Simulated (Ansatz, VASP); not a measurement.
ZnO: VASP beside Ansatz

```
Zn O
1.0
     3.23535    0.00000    0.00000
    -1.61768    2.80190    0.00000
     0.00000    0.00000    5.21091
Zn O
2 2
Cartesian
  0.0000 1.8679 2.6037
  1.6177 0.9340 -0.0018
  1.6177 0.9340 1.9768
  0.0000 1.8679 4.5822
```

Alike in both runs: task single point; functional HSE06; k mesh 6 × 6 × 2; no spin polarisation.

|  | VASP | Ansatz |
| --- | --- | --- |
| version | VASP 6.6.1 | Ansatz 0.2.0 |
| potentials or method | VASP PAW PBE potentials, release 64 (Zn, O) | plane waves |
| plane-wave cutoff (eV) | 520 | 420 |
| occupations | gaussian, width 0.01 eV | fixed |
| valence electrons in the cell | 36 | 36 |

```tsv
	VASP	Ansatz	Ansatz less VASP
gap on the k mesh at the Fermi level (eV)	2.49	2.53	+0.045
pressure (GPa)	2.9	1.6	-1.23
traceless stress, the component that is largest in VASP (GPa)	-0.26	-0.19	+0.078
rms of the force components (eV/Å)	0.004	0.004	+0.0002
```

Atom by atom the forces differ by 0.000 eV/Å (rms over components). Ansatz's warnings: stress exchange threshold loose, stress scf threshold loose.

The k mesh is coarse, so the values compare programs but aren't converged.
